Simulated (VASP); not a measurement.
# MnBr2 (P-3m1) in VASP: further runs

MnBr2 is run at these levels: LDA+U; tasks: single point.

Program: VASP 6.6.1. These are calculated values, not measurements. Logs are shortened: lines on timing, memory, paths and dates and some standing lists are left out, and cuts for length are marked.

## Step 1: The cell of the first run

Symmetry: P-3m1, No. 164, trigonal system. The conventional cell has a = 3.826 Å, b = 3.826 Å, c = 6.171 Å, α = 90.00°, β = 90.00°, γ = 120.00°. Mn (site symmetry -3m) has 6 Br at 2.67 Å within 3.5 Å. Within 3.5 Å of Br (site symmetry 3m) lie 3 Mn at 2.67 Å.

## Step 2: Single point, LDA+U, collinear spin, ferromagnetic start

Input file INCAR:

```
PREC = Accurate
ENCUT = 520
EDIFF = 1E-7
ISMEAR = 0
SIGMA = 0.05
LREAL = F
LASPH = T
NELM = 150
ALGO = Normal
ISIF = 2
LWAVE = F
LCHARG = F
ISPIN = 2
MAGMOM = 0.5 0 0
LORBIT = 11
LMAXMIX = 4
LDAU = T
LDAUTYPE = 2
LDAUL = 2 -1
LDAUU = 4.9 0
LDAUJ = 0 0
LDAUPRINT = 1
GGA = CA
NBANDS = 24
```

Input file KPOINTS:

```
regular mesh
0
Gamma
  4 4 3
```

Input file POSCAR:

```
MnBr2
1.0
    3.8258920574      0.0000000000      0.0000000000
   -1.9129460287      3.3133197139      0.0000000000
    0.0000000000      0.0000000000      6.1709537350
Mn Br
1 2
Direct
    0.0000000000      0.0000000000      0.0000000000
    0.3333333333      0.6666666667      0.2434265097
    0.6666666667      0.3333333333      0.7565734903
```

Potentials or basis: VASP PAW LDA potentials, release 64 (Mn_pv, Br).

Started as:

```
$ cat potpaw_LDA.64/Mn_pv/POTCAR potpaw_LDA.64/Br/POTCAR > POTCAR
$ mpirun -np 1 vasp_std > vasp.out
```

OUTCAR:

```text
PREC = Accurate
   ENCUT = 520
   EDIFF = 1E-7
   ISMEAR = 0
   LREAL = F
   LASPH = T
   NELM = 150
   ISIF = 2
   ISPIN = 2
   LORBIT = 11
   GGA = CA

 ion  position               nearest neighbor table
   1  0.000  0.000  0.000-   2 2.67   3 2.67   3 2.67   2 2.67   3 2.67   2 2.67
   2  0.333  0.667  0.243-   1 2.67   1 2.67   1 2.67
   3  0.667  0.333  0.757-   1 2.67   1 2.67   1 2.67

  LATTYP: Found a hexagonal cell.
 ALAT       =     3.8258920574
 C/A-ratio  =     1.6129450707

  Lattice vectors:

 A1 = (   3.8258920574,   0.0000000000,   0.0000000000)
 A2 = (  -1.9129460287,   3.3133197139,   0.0000000000)
 A3 = (   0.0000000000,   0.0000000000,   6.1709537350)

Analysis of symmetry for initial positions (statically):
=====================================================================
 Subroutine PRICEL returns:
 Original cell was already a primitive cell.

 Routine SETGRP: Setting up the symmetry group for a
 hexagonal supercell.

 Subroutine GETGRP returns: Found 12 space group operations
 (whereof 12 operations were pure point group operations)
 out of a pool of 24 trial point group operations.

The static configuration has the point symmetry D_3d.

Analysis of symmetry for dynamics (positions and initial velocities):
=====================================================================
 Subroutine PRICEL returns:
 Original cell was already a primitive cell.

 Routine SETGRP: Setting up the symmetry group for a
 hexagonal supercell.

 Subroutine GETGRP returns: Found 12 space group operations
 (whereof 12 operations were pure point group operations)
 out of a pool of 24 trial point group operations.

The dynamic configuration has the point symmetry D_3d.

Analysis of structural, dynamic, and magnetic symmetry:
=====================================================================
 Subroutine PRICEL returns:
 Original cell was already a primitive cell.

 Routine SETGRP: Setting up the symmetry group for a
 hexagonal supercell.

 Subroutine GETGRP returns: Found 12 space group operations
 (whereof 12 operations were pure point group operations)
 out of a pool of 24 trial point group operations.
[... 156 lines left out ...]
  o =  0.6528  v =  0.0000  0.0000  0.0000  0.0000  0.0000  0.3195  0.0000  0.0000  0.9476  0.0000      0.0000  0.0000  0.0000  0.0000  0.0000  0.0000  0.0000  0.0000  0.0000  0.0000
  o =  0.6528  v =  0.0000  0.0000  0.0000  0.0000  0.0000  0.0000 -0.9476 -0.0000  0.0000 -0.3195      0.0000  0.0000  0.0000  0.0000  0.0000  0.0000  0.0000  0.0000  0.0000  0.0000
  o =  0.9243  v =  0.9609 -0.0000  0.0000  0.2769 -0.0000  0.0000  0.0000  0.0000  0.0000  0.0000      0.0000  0.0000  0.0000  0.0000  0.0000  0.0000  0.0000  0.0000  0.0000  0.0000
  o =  0.9243  v =  0.0000  0.2769 -0.0000  0.0000  0.9609  0.0000  0.0000  0.0000  0.0000  0.0000      0.0000  0.0000  0.0000  0.0000  0.0000  0.0000  0.0000  0.0000  0.0000  0.0000
  o =  0.9248  v = -0.0000  0.0000  1.0000 -0.0000  0.0000  0.0000  0.0000  0.0000  0.0000  0.0000      0.0000  0.0000  0.0000  0.0000  0.0000  0.0000  0.0000  0.0000  0.0000  0.0000

 number of electron      27.0000009 magnetization       2.2035053

 Free energy of the ion-electron system (eV)
  ---------------------------------------------------
  ext. energy  EPLUGINS =         0.00000000
  ---------------------------------------------------
  free energy    TOTEN  =       -10.77882953 eV

  energy without entropy =      -10.76441165  energy(sigma->0) =      -10.77162059

 E-fermi :   2.9403     XC(G=0):  -9.3631

 val. band max:        2.9206868979   @ k =   0.2500   0.0000   0.0000
 cond. band min:       2.9412479573   @ k =   0.2500   0.2500   0.0000
 fundamental gap:      0.0205610594
 Fermi energy:         2.9403336598

 spin component 1

 k-point     1 :       0.0000    0.0000    0.0000
  band No.  band energies     occupation
      1     -45.7007      1.00000
      2     -45.7007      1.00000
      3     -45.4282      1.00000
      4     -13.2136      1.00000
      5     -12.5054      1.00000
      6      -3.0976      1.00000
[... 232 lines left out ...]
     23      11.7620      0.00000
     24      12.8321      0.00000
 Fermi energy:         2.9403336598

 spin component 2

 k-point     1 :       0.0000    0.0000    0.0000
  band No.  band energies     occupation
      1     -43.6879      1.00000
      2     -43.3249      1.00000
      3     -43.3249      1.00000
      4     -13.2361      1.00000
      5     -12.5504      1.00000
      6      -2.7290      1.00000
[... 232 lines left out ...]
     23      11.8969      0.00000
     24      13.4063      0.00000

------------------------ aborting loop because EDIFF is reached ----------------------------------------

  FORCE on cell =-STRESS in cart. coord.  units (eV):
  Direction    XX          YY          ZZ          XY          YZ          ZX
  --------------------------------------------------------------------------------------
  -------------------------------------------------------------------------------------
  Total       -3.5117269     -3.5117269     -3.1169335      0.0000000      0.0000000      0.0000000
  in kB      -71.9255132    -71.9255132    -63.8395441      0.0000000      0.0000000      0.0000000
  external PRESSURE =     -69.2301902 kB  Pullay stress =       0.0000000 kB

 VOLUME and BASIS-vectors are now :
 -----------------------------------------------------------------------------
  energy-cutoff  :      520.00
  volume of cell :       78.23
      direct lattice vectors                 reciprocal lattice vectors
     3.825892057  0.000000000  0.000000000     0.261376951  0.150906053  0.000000000
    -1.912946029  3.313319714  0.000000000     0.000000000  0.301812106  0.000000000
     0.000000000  0.000000000  6.170953735     0.000000000  0.000000000  0.162049505

 POSITION                                       TOTAL-FORCE (eV/Angst)
 -----------------------------------------------------------------------------------
      0.00000      0.00000      0.00000         0.000000      0.000000      0.000000
     -0.00000      2.20888      1.50217        -0.000000     -0.000000     -0.940681
      1.91295      1.10444      4.66878         0.000000      0.000000      0.940681
 -----------------------------------------------------------------------------------
    total drift:                               -0.000000     -0.000000     -0.000000

  FREE ENERGIE OF THE ION-ELECTRON SYSTEM (eV)
  ---------------------------------------------------
  free  energy   TOTEN  =       -10.7788295264 eV

  energy  without entropy=      -10.7644116516  energy(sigma->0) =      -10.77162059

 total charge

# of ion       s       p       d       tot
------------------------------------------
    1        0.200   6.143   5.060  11.404
    2        1.616   3.188   0.022   4.826
    3        1.616   3.188   0.022   4.826
--------------------------------------------------
tot          3.433  12.519   5.104  21.056

 magnetization (x)

# of ion       s       p       d       tot
------------------------------------------
    1        0.014   0.011   2.213   2.238
    2        0.000  -0.064   0.001  -0.062
    3        0.000  -0.064   0.001  -0.062
--------------------------------------------------
tot          0.015  -0.116   2.215   2.114
```

OSZICAR:

```text
N       E                     dE             d eps       ncg     rms          rms(c)
DAV:   1     0.209909853005E+03    0.20991E+03   -0.13696E+04   936   0.103E+03
DAV:   2     0.604724977524E+01   -0.20386E+03   -0.19330E+03   960   0.271E+02
[... 33 lines left out ...]
DAV:  36    -0.107788259378E+02    0.35399E-05   -0.60772E-05  1216   0.251E-02    0.103E-02
DAV:  37    -0.107788288686E+02   -0.29308E-05   -0.44087E-05  1224   0.199E-02    0.563E-03
DAV:  38    -0.107788295385E+02   -0.66985E-06   -0.17009E-05  1200   0.117E-02    0.540E-03
DAV:  39    -0.107788297365E+02   -0.19806E-06   -0.17432E-06   776   0.457E-03    0.120E-02
DAV:  40    -0.107788296170E+02    0.11957E-06   -0.20431E-07   488   0.215E-03    0.779E-03
DAV:  41    -0.107788295264E+02    0.90599E-07   -0.53458E-08   456   0.101E-03
   1 F= -.10778830E+02 E0= -.10771621E+02  d E =-.144179E-01  mag=     2.2035
```

stdout:

```text
POSCAR found type information on POSCAR MnBr
 POSCAR found :  2 types and       3 ions
 scaLAPACK will be used
 LDA part: xc-table for (Slater(with rela. corr.)+CA(PZ))
 , standard interpolation
 POSCAR, INCAR and KPOINTS ok, starting setup
 FFT: planning ... GRIDC
 FFT: planning ... GRID_SOFT
 FFT: planning ... GRID
 WAVECAR not read
 entering main loop
```

Run time: 2.4 min. Hardware: 1 thread of Oxide Virtual Turin-like, shared host; peak memory 0.15 GiB.

Results:

* Free energy: -10.7788 eV
* Pressure: -6.9 GPa
* Largest force: 0.941 eV/Å
* Net moment: 2.20 μB per cell
* Site moments: Mn +2.24; Br -0.06 μB
* Valence electrons inside the program's atomic spheres: Mn 11.40; Br 4.83

Forces on the atoms (eV/Å):
```
Mn   0.000  0.000  0.000
Br   0.000  0.000 -0.941
Br   0.000  0.000  0.941
```

Stress tensor (GPa, compression positive):
```
-7.19  0.00  0.00
 0.00 -7.19  0.00
 0.00  0.00 -6.38
```

Eigenvalues of the final occupation matrices:
| site | spin | trace | eigenvalues |
| --- | --- | --- | --- |
| site 1 d | 1 | 3.65 | 0.44 0.44 0.92 0.92 0.92 |
| site 1 d | 2 | 1.43 | 0.02 0.06 0.06 0.65 0.65 |

Caveat: the k points lie up to 0.47 Å⁻¹ apart.

(Continued in part 2 of 2.)
